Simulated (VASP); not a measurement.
Input of a VASP 6.6.1 run:

INCAR

```
PREC = Accurate
ENCUT = 500
EDIFF = 1E-6
ISMEAR = 0
SIGMA = 0.03
LREAL = False
LASPH = True
NELM = 120
ALGO = Normal
ISIF = 2
LWAVE = False
LCHARG = False
GGA = PE
IVDW = 12
NBANDS = 20
GGA_COMPAT = False
```

Contents of KPOINTS:

```
Automatic mesh
0
Gamma
  12 12 6
```

File POSCAR:

```
SnSe2
1.0
    4.0347941767      0.0000000000      0.0000000000
   -2.0173970884      3.4942342561      0.0000000000
    0.0000000000      0.0000000000      6.3147071521
Sn Se
1 2
Direct
    0.0000000000      0.0000000000      0.0000000000
    0.3333333333      0.6666666667      0.2651331237
    0.6666666667      0.3333333333      0.7348668763
```

Potentials or basis: VASP PAW PBE potentials, release 64 (Sn_d, Se).

Run with:

```console
$ cat potpaw_PBE.64/Sn_d/POTCAR potpaw_PBE.64/Se/POTCAR > POTCAR
$ mpirun -np 1 vasp_std > vasp.out
```

What does it give for the dispersion energy per atom?

-0.311 eV.

What does it give for the largest force?

0.888 eV/Å.

Stress tensor (GPa, compression positive):
```
-6.86  0.00  0.00
 0.00 -6.86  0.00
 0.00  0.00 -6.96
```

Caveat: the cell stands under tension.
